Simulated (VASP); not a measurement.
Here is a VASP 6.6.1 calculation.

INCAR

```
SYSTEM = HgH2
PREC = Accurate ; ENCUT = 520
EDIFF = 1E-6 ; ISMEAR = 0
SIGMA = 0.1 ; LREAL = .FALSE.
LASPH = .TRUE. ; NELM = 100
ALGO = Normal ; ISIF = 2
LWAVE = .FALSE. ; LCHARG = .TRUE.
GGA = PE ; LELF = .TRUE.
LVHAR = .TRUE. ; NBANDS = 23
```

KPOINTS

```
Automatic mesh
0
G
  8 8 8
  0 0 0
```

The input POSCAR:

```
HgH2
1.0
    4.3377668766      0.0000000000      0.0000000000
    0.0000000000      4.3377668766      0.0000000000
    0.0000000000      0.0000000000      4.3377668766
Hg H
2 4
Direct
    0.0000000000      0.0000000000      0.0000000000
    0.5000000000      0.5000000000      0.5000000000
    0.2500000000      0.2500000000      0.2500000000
    0.2500000000      0.7500000000      0.7500000000
    0.7500000000      0.7500000000      0.2500000000
    0.7500000000      0.2500000000      0.7500000000
```

Potentials or basis: VASP PAW PBE potentials, release 64 (Hg, H).

Launch:

```sh
$ cat potpaw_PBE.64/Hg/POTCAR potpaw_PBE.64/H/POTCAR > POTCAR
$ mpirun -np 1 vasp_std > vasp.out
```

Task: Estimate the band gap on the k mesh.

Result: Zero (band 14 reaches -0.22 eV, above the bottom of band 15 at -1.17 eV).

Task: Estimate the pressure.

Result: 0.2 GPa.

Caveat: spin-orbit coupling is left out, which moves the levels of the heavy elements.
